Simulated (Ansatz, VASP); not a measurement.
**LiF in VASP and in Ansatz**

```
Li F
1.0
     3.06094    0.00000    0.00000
    -1.53047    2.65085    0.00000
     0.00000    0.00000    4.80732
Li F
2 2
Direct
  0.33333 0.66667 0.38115
  0.66667 0.33333 0.88115
  0.34182 0.68364 0.99384
  0.66667 0.33333 0.49384
```

Change from the starting cell: one atom moved.

Alike in both runs: task single point; functional PBEsol; k mesh 9 × 9 × 6; occupations gaussian, width 0.02 eV; no spin polarisation.

|  | VASP | Ansatz |
| --- | --- | --- |
| version | VASP 6.6.1 | Ansatz 0.2.0 |
| potentials or method | VASP PAW PBE potentials, release 64 (Li_sv, F), cutoff 520 eV | scalar-relativistic, plane waves, PAW |
| valence electrons in the cell | 20 | 20 |

|  | VASP | Ansatz | Ansatz less VASP |
| --- | --- | --- | --- |
| gap on the k mesh at the Fermi level (eV) | 7.73 | 7.74 | +0.013 |
| least direct gap on the mesh (eV) | 7.73 | 7.74 | +0.013 |
| rms of the force components (eV/Å) | 0.087 | 0.083 | -0.0039 |

VASP's potentials were made for PBE, not for PBEsol. Atom by atom the forces differ by 0.004 eV/Å (rms over components).

Noted on VASP's run: the cutoff is short for stress, so the pressure is rough.
